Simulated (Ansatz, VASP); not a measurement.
AlN in VASP and in Ansatz

File POSCAR:

```
AlN
1.0
    3.0432740502      0.0000000000      0.0000000000
   -1.5216370251      2.6355526382      0.0000000000
    0.0000000000      0.0000000000      4.8769591246
Al N
2 2
Direct
    0.3333333333      0.6666666667     -0.0032954729
    0.6666666667      0.3333333333      0.4967045271
    0.3333333333      0.6666666667      0.3782954729
    0.6666666667      0.3333333333      0.8782954729
```

INCAR.step1

```
SYSTEM = AlN
ALGO     = Normal         ! electronic algorithm
EDIFF    = 1E-4           ! SCF threshold, eV
ENCUT    = 520            ! plane-wave cutoff, eV
GGA      = PE             ! functional
ISMEAR   = 0              ! smearing method
LASPH    = .TRUE.         ! aspherical terms in the spheres
LCHARG   = .FALSE.        ! write CHGCAR
LREAL    = .FALSE.        ! projectors in reciprocal space
LWAVE    = .TRUE.         ! write WAVECAR
NBANDS   = 16             ! bands
NELM     = 100            ! most SCF steps
PREC     = Accurate       ! precision mode
SIGMA    = 0.01           ! smearing width, eV
```

File INCAR.step2:

```
SYSTEM = AlN
ALGO     = Normal         ! electronic algorithm
EDIFF    = 1E-6           ! SCF threshold, eV
ENCUT    = 520            ! plane-wave cutoff, eV
ISIF     = 2              ! what is computed and relaxed
ISMEAR   = 0              ! smearing method
ISTART   = 1            
LASPH    = .TRUE.         ! aspherical terms in the spheres
LCHARG   = .TRUE.         ! write CHGCAR
LELF     = .TRUE.         ! ELF
LMIXTAU  = .TRUE.       
LREAL    = .FALSE.        ! projectors in reciprocal space
LVHAR    = .TRUE.       
LWAVE    = .FALSE.        ! write WAVECAR
METAGGA  = R2SCAN         ! meta-GGA
NBANDS   = 16             ! bands
NELM     = 100            ! most SCF steps
PREC     = Accurate       ! precision mode
SIGMA    = 0.01           ! smearing width, eV
```

Contents of KPOINTS:

```
k-points
0
G
  9 9 4
  0 0 0
```

Input for Ansatz:

```yaml
crystal:
  lattice:
    - [3.0432740502, 0.0, 0.0]
    - [-1.5216370251, 2.6355526382, 0.0]
    - [0.0, 0.0, 4.8769591246]
  atoms:
    - { symbol: Al, position: [0.3333333333, 0.6666666667, -0.0032954729] }
    - { symbol: Al, position: [0.6666666667, 0.3333333333, 0.4967045271] }
    - { symbol: "N", position: [0.3333333333, 0.6666666667, 0.3782954729] }
    - { symbol: "N", position: [0.6666666667, 0.3333333333, 0.8782954729] }
kpoints:
  mp_grid: { grid: [9, 9, 4] }
hamiltonian:
  xc: r2scan
scf:
  occupations: { method: fixed }
  n_extra_bands: 5
output:
  forces: true
  stress: true
  eigenvalues: true
```

Alike in both runs: task single point; functional r2SCAN; k mesh 9 × 9 × 4; no spin polarisation.

```csv
,VASP,Ansatz
version,VASP 6.6.1,Ansatz 0.2.0
potentials or method,"VASP PAW PBE potentials, release 64 (Al, N)","plane waves, PAW"
plane-wave cutoff (eV),520,500
occupations,"gaussian, width 0.01 eV",fixed
valence electrons in the cell,16,16
```

|  | VASP | Ansatz | Ansatz less VASP |
| --- | --- | --- | --- |
| gap on the k mesh at the Fermi level (eV) | 5.51 | 5.46 | -0.044 |
| pressure (GPa) | 14.4 | 14.7 | +0.34 |
| traceless stress, the component that is largest in VASP (GPa) | -0.69 | -0.69 | -0.001 |
| rms of the force components (eV/Å) | 0.017 | 0.017 | +0.0001 |

VASP's potentials were made for PBE, not for r2SCAN. Atom by atom the forces differ by 0.000 eV/Å (rms over components).
